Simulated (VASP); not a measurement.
# SnTe3 (Fm-3m) in VASP: single point with PBE0

Aim: the single point of SnTe3 with PBE0.

Everything below comes from runs of VASP 6.6.1. Logs are shortened: lines on timing, memory, paths and dates and some standing lists are left out, and cuts for length are marked.

**1. The cell of the first run**

The structure is cubic, space group Fm-3m (No. 225). Conventional cell: a = 7.722 Å, b = 7.722 Å, c = 7.722 Å, α = 90.00°, β = 90.00°, γ = 90.00°. Within 4.4 Å of Te (site symmetry m-3m) lie 8 Te at 3.34 Å and 6 Sn at 3.86 Å. Within 4.4 Å of Te (site symmetry -43m) lie 10 Te at 3.34 to 3.86 Å and 4 Sn at 3.34 Å. Within 4.4 Å of Sn (site symmetry m-3m) lie 14 Te at 3.34 to 3.86 Å.

**2. Single point, PBE0**

File POSCAR:

```
SnTe3
1.0
    0.0000000000      3.8612190000      3.8612190000
    3.8612190000      0.0000000000      3.8612190000
    3.8612190000      3.8612190000      0.0000000000
Te Sn
3 1
Direct
    0.5000000000      0.5000000000      0.5000000000
    0.7500000000      0.7500000000      0.7500000000
    0.2500000000      0.2500000000      0.2500000000
    0.0000000000      0.0000000000      0.0000000000
```

File INCAR.step1:

```
SYSTEM = SnTe3
PREC = Accurate
ENCUT = 520
EDIFF = 1E-5
ISMEAR = 0
SIGMA = 0.01
LREAL = .FALSE.
LASPH = .TRUE.
NELM = 60
ALGO = Normal
ISIF = 2
LWAVE = .TRUE.
LCHARG = .FALSE.
NBANDS = 24
GGA = PE
```

File INCAR.step2:

```
SYSTEM = SnTe3
PREC = Accurate
ENCUT = 520
EDIFF = 1E-6
ISMEAR = 0
SIGMA = 0.01
LREAL = .FALSE.
LASPH = .TRUE.
NELM = 60
ALGO = Normal
ISIF = 2
LWAVE = .FALSE.
LCHARG = .FALSE.
GGA = PE
LHFCALC = .TRUE.
AEXX = 0.25
PRECFOCK = Normal
NBANDS = 24
ISTART = 1
```

File KPOINTS:

```
Automatic mesh
0
G
  4 4 4
  0 0 0
```

Potentials or basis: VASP PAW PBE potentials, release 64 (Te, Sn_d).

On the command line:

```
$ cat potpaw_PBE.64/Te/POTCAR potpaw_PBE.64/Sn_d/POTCAR > POTCAR
$ cp INCAR.step1 INCAR
$ mpirun -np 1 vasp_std > vasp.out
$ cp INCAR.step2 INCAR
$ mpirun -np 1 vasp_std > vasp.out
```

OUTCAR:

```text
SYSTEM = SnTe3
   PREC = Accurate
   ENCUT = 520
   EDIFF = 1E-6
   ISMEAR = 0
   LREAL = .FALSE.
   LASPH = .TRUE.
   NELM = 60
   ISIF = 2
   GGA = PE
   LHFCALC = .TRUE.
   AEXX = 0.25
   PRECFOCK = Normal
   ISTART = 1

 ion  position               nearest neighbor table
   1  0.500  0.500  0.500-   3 3.34   3 3.34   3 3.34   2 3.34   3 3.34   2 3.34   2 3.34   2 3.34

   2  0.750  0.750  0.750-   1 3.34   1 3.34   1 3.34   1 3.34   4 3.34   4 3.34   4 3.34   4 3.34

   3  0.250  0.250  0.250-   4 3.34   4 3.34   4 3.34   1 3.34   4 3.34   1 3.34   1 3.34   1 3.34

   4  0.000  0.000  0.000-   2 3.34   2 3.34   2 3.34   2 3.34   3 3.34   3 3.34   3 3.34   3 3.34

  LATTYP: Found a face centered cubic cell.
 ALAT       =     7.7224380000

  Lattice vectors:

 A1 = (   0.0000000000,   3.8612190000,   3.8612190000)
 A2 = (   3.8612190000,   0.0000000000,   3.8612190000)
 A3 = (   3.8612190000,   3.8612190000,   0.0000000000)

Analysis of symmetry for initial positions (statically):
=====================================================================
 Subroutine PRICEL returns:
 Original cell was already a primitive cell.

 Routine SETGRP: Setting up the symmetry group for a
 face centered cubic supercell.

 Subroutine GETGRP returns: Found 48 space group operations
 (whereof 48 operations were pure point group operations)
 out of a pool of 48 trial point group operations.

The static configuration has the point symmetry O_h .

Analysis of symmetry for dynamics (positions and initial velocities):
=====================================================================
 Subroutine PRICEL returns:
 Original cell was already a primitive cell.

 Routine SETGRP: Setting up the symmetry group for a
 face centered cubic supercell.

 Subroutine GETGRP returns: Found 48 space group operations
 (whereof 48 operations were pure point group operations)
 out of a pool of 48 trial point group operations.

The dynamic configuration has the point symmetry O_h .

 Subroutine INISYM returns: Found 48 space group operations
 (whereof 48 operations are pure point group operations),
 and found     1 'primitive' translations

----------------------------------------------------------------------------------------

                                     Primitive cell

  volume of cell :     115.1339
[... 82 lines left out ...]
   ISIF   =      2    stress and relaxation
   ISYM   =      3    0-nonsym 1-usesym 2-fastsym
   POTIM  = 0.5000    time-step for ionic-motion
   TEBEG  =    0.0;   TEEND  =   0.0 temperature during run
   PSTRESS=    0.0 pullay stress
   NELECT =      32.0000    total number of electrons
   NUPDOWN=      -1.0000    fix difference up-down
   EMIN   =  10.00;   EMAX   =-10.00  energy-range for DOS
   EFERMI =   0.00;   METHOD = LEGACY
   ISMEAR =     0;   SIGMA  =   0.01  broadening in eV -4-tet -1-fermi 0-gaus
   EFERMI_NEDOS =   21; number of points for ismear=-14 and -15
   IALGO  =     38    algorithm
   IMIX   =      1    mixing-type and parameters
     AMIX     =   0.40;   BMIX     =  1.00
     AMIX_MAG =   1.60;   BMIX_MAG =  1.00
  volume/ion in A,a.u.               =      28.78       194.24
  Fermi-wavevector in a.u.,A,eV,Ry     =   1.068375  2.018936 15.530032  1.141425
  Thomas-Fermi vector in A             =   2.204021
   LORBIT       =      0    0 simple, 1 ext, 2 COOP (PROOUT), +10 PAW based schemes
   GGA     = PE    functional components
   LHFCALC =     T    Hartree Fock is set to
   PRECFOCK=normal    Normal, Fast or Accurate (Low or Medium for compatibility)
   ENCUT4O =  -1.0   cutoff for four orbital integrals eV
   NKREDX  =     1    reduce k-point grid by
   NKREDY  =     1    reduce k-point grid by
   NKREDZ  =     1    reduce k-point grid by
   AEXX    =    0.2500 exact exchange contribution
   HFSCREEN=    0.0000 screening length (either q_TF or 0.3 A-1)
   HFSCREENC=   0.0000 screening length for correlation (either q_TF or 0.3 A-1)
   ENCUTFOCK=  -1.0 apply spherical cutoff to Coloumb kernel
   IVDW    =     0    specifies the selected vdW correction
   LEPSILON=     F    determine dielectric tensor
   LRPA    =     F    only Hartree local field effects (RPA)
 non-spin polarized calculation
 Gauss-broadening in eV      SIGMA  =   0.01
  energy-cutoff  :      520.00
  volume of cell :      115.13
 maximum number of plane-waves:      3138
 NGX is ok and might be reduce to    42
  NGX = 32; NGY = 32; NGZ = 32

 number of electron      31.9999997 magnetization

 Free energy of the ion-electron system (eV)
  ---------------------------------------------------
  ext. energy  EPLUGINS =         0.00000000
  ---------------------------------------------------
  free energy    TOTEN  =       -17.25791452 eV

  energy without entropy =      -17.25791452  energy(sigma->0) =      -17.25791452

 E-fermi :   7.4780     XC(G=0):  -7.9443

 val. band max:        7.3815706450   @ k =   0.2500   0.2500   0.0000
 cond. band min:       7.9333635320   @ k =   0.5000   0.2500   0.0000
 fundamental gap:      0.5517928870
 Fermi energy:         7.4780223284

 k-point     1 :       0.0000    0.0000    0.0000
  band No.  band energies     occupation
      1     -16.8242      2.00000
      2     -16.8242      2.00000
      3     -16.8242      2.00000
      4     -16.8165      2.00000
      5     -16.8165      2.00000
      6      -7.8501      2.00000
[... 205 lines left out ...]
     23      15.3233      0.00000
     24      15.6304      0.00000

------------------------ aborting loop because EDIFF is reached ----------------------------------------

  FORCE on cell =-STRESS in cart. coord.  units (eV):
  Direction    XX          YY          ZZ          XY          YZ          ZX
  --------------------------------------------------------------------------------------
  -------------------------------------------------------------------------------------
  Total       -1.7558810     -1.7558810     -1.7558810     -0.0000000      0.0000000      0.0000000
  in kB      -24.4344391    -24.4344391    -24.4344391     -0.0000000      0.0000000      0.0000000
  external PRESSURE =     -24.4344391 kB  Pullay stress =       0.0000000 kB

 VOLUME and BASIS-vectors are now :
 -----------------------------------------------------------------------------
  energy-cutoff  :      520.00
  volume of cell :      115.13
      direct lattice vectors                 reciprocal lattice vectors
     0.000000000  3.861219000  3.861219000    -0.129492785  0.129492785  0.129492785
     3.861219000  0.000000000  3.861219000     0.129492785 -0.129492785  0.129492785
     3.861219000  3.861219000  0.000000000     0.129492785  0.129492785 -0.129492785

 POSITION                                       TOTAL-FORCE (eV/Angst)
 -----------------------------------------------------------------------------------
      3.86122      3.86122      3.86122         0.000000      0.000000      0.000000
      5.79183      5.79183      5.79183         0.000000      0.000000      0.000000
      1.93061      1.93061      1.93061        -0.000000     -0.000000     -0.000000
      0.00000      0.00000      0.00000         0.000000     -0.000000     -0.000000
 -----------------------------------------------------------------------------------
    total drift:                                0.000002      0.000005      0.000007

  FREE ENERGIE OF THE ION-ELECTRON SYSTEM (eV)
  ---------------------------------------------------
  free  energy   TOTEN  =       -17.2579145160 eV

  energy  without entropy=      -17.2579145160  energy(sigma->0) =      -17.25791452
```

OUTCAR.step1:

```text
SYSTEM = SnTe3
   PREC = Accurate
   ENCUT = 520
   EDIFF = 1E-5
   ISMEAR = 0
   LREAL = .FALSE.
[... 430 lines left out ...]
      5.79183      5.79183      5.79183        -0.000000     -0.000000     -0.000000
      1.93061      1.93061      1.93061         0.000000      0.000000      0.000000
      0.00000      0.00000      0.00000        -0.000000     -0.000000      0.000000
 -----------------------------------------------------------------------------------
    total drift:                               -0.000000      0.000000      0.000000

  FREE ENERGIE OF THE ION-ELECTRON SYSTEM (eV)
  ---------------------------------------------------
  free  energy   TOTEN  =       -12.6171444433 eV

  energy  without entropy=      -12.6170128291  energy(sigma->0) =      -12.61707864
```

OSZICAR.step1:

```text
N       E                     dE             d eps       ncg     rms          rms(c)
DAV:   1     0.229533441167E+03    0.22953E+03   -0.13360E+04   384   0.135E+03
DAV:   2     0.120691921700E+02   -0.21746E+03   -0.20387E+03   408   0.344E+02
DAV:   3    -0.117424840296E+02   -0.23812E+02   -0.22727E+02   472   0.102E+02
DAV:   4    -0.126600443055E+02   -0.91756E+00   -0.91569E+00   440   0.212E+01
DAV:   5    -0.126959637389E+02   -0.35919E-01   -0.35918E-01   584   0.440E+00    0.104E+01
DAV:   6    -0.126147632995E+02    0.81200E-01   -0.21780E-01   480   0.233E+00    0.642E+00
DAV:   7    -0.126169430992E+02   -0.21798E-02   -0.54767E-02   504   0.123E+00    0.206E+00
DAV:   8    -0.126172262318E+02   -0.28313E-03   -0.29031E-03   424   0.329E-01    0.546E-01
DAV:   9    -0.126171861037E+02    0.40128E-04   -0.90849E-04   544   0.191E-01    0.191E-01
DAV:  10    -0.126171494546E+02    0.36649E-04   -0.18608E-04   440   0.817E-02    0.145E-02
DAV:  11    -0.126171444433E+02    0.50113E-05   -0.44783E-05   496   0.547E-02
   1 F= -.12617144E+02 E0= -.12617079E+02  d E =-.131614E-03
```

It took 48 min on 1 thread of Intel Xeon Platinum 8375C at 2.90GHz (Ice Lake), shared host; peak memory 0.29 GiB.

What came out:

```yaml
Free_energy: -17.2579 eV
Pressure: -2.4 GPa
Band_gap_on_the_k_mesh: zero (bands 16 and 17 overlap by 3.16 eV)
```

Levels at points of the mesh, in eV from the Fermi level:
| k point | band 14 | band 15 | band 16 | band 17 | band 18 | band 19 |
| --- | --- | --- | --- | --- | --- | --- |
| (0.00, 0.00, 0.00) | -4.08 | -4.08 | -2.34 | -2.34 | -2.34 | 3.84 |
| (0.50, 0.00, 0.00) | -2.55 | -2.38 | 0.82 | 0.82 | 1.86 | 2.54 |
| (0.50, 0.50, 0.00) | -0.91 | -0.91 | -0.21 | 0.60 | 0.60 | 2.95 |

Caveat: the PAW data sets were made with another functional, which shifts forces and pressure a little; spin-orbit coupling is left out, which moves the levels of the heavy elements.

The gap in the log of VASP goes by the Fermi energy; the results here count the filled bands.